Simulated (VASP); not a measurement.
A run of VASP 6.6.1 is set up as follows.

POSCAR

```
Hg
1.0
    0.0000000000      2.3919113801      2.3919113801
    2.3919113801      0.0000000000      2.3919113801
    2.3919113801      2.3919113801      0.0000000000
Hg
1
Direct
    0.0000000000      0.0000000000      0.0000000000
```

The input INCAR.step1:

```
PREC = Accurate ; ENCUT = 520
ISMEAR = 0 ; SIGMA = 0.15
LREAL = F ; LASPH = T
NELM = 80 ; NBANDS = 12
GGA = PE ; ALGO = Normal
EDIFF = 1E-4 ; LWAVE = T
LCHARG = F
```

INCAR.step2

```
PREC = Accurate ; ENCUT = 520
EDIFF = 1E-6 ; ISMEAR = 0
SIGMA = 0.15 ; LREAL = F
LASPH = T ; NELM = 80
ALGO = Normal ; ISIF = 2
LWAVE = F ; LCHARG = F
METAGGA = R2SCAN ; LMIXTAU = T
NBANDS = 12 ; ISTART = 1
```

KPOINTS

```
regular mesh
0
Gamma
  20 20 20
```

Potentials or basis: VASP PAW PBE potentials, release 64 (Hg).

Run with:

```bash
$ cat potpaw_PBE.64/Hg/POTCAR > POTCAR
$ cp INCAR.step1 INCAR
$ mpirun -np 1 vasp_std > vasp.out
$ cp INCAR.step2 INCAR
$ mpirun -np 1 vasp_std > vasp.out
```

Q: Predict the band gap on the k mesh.

A: Zero (band 6 reaches 1.39 eV, above the bottom of band 7 at 0.70 eV).

Q: Estimate the pressure.

A: 0.2 GPa.

Caveat: the PAW data sets were made with another functional, which shifts forces and pressure a little; spin-orbit coupling is left out, which moves the levels of the heavy elements.
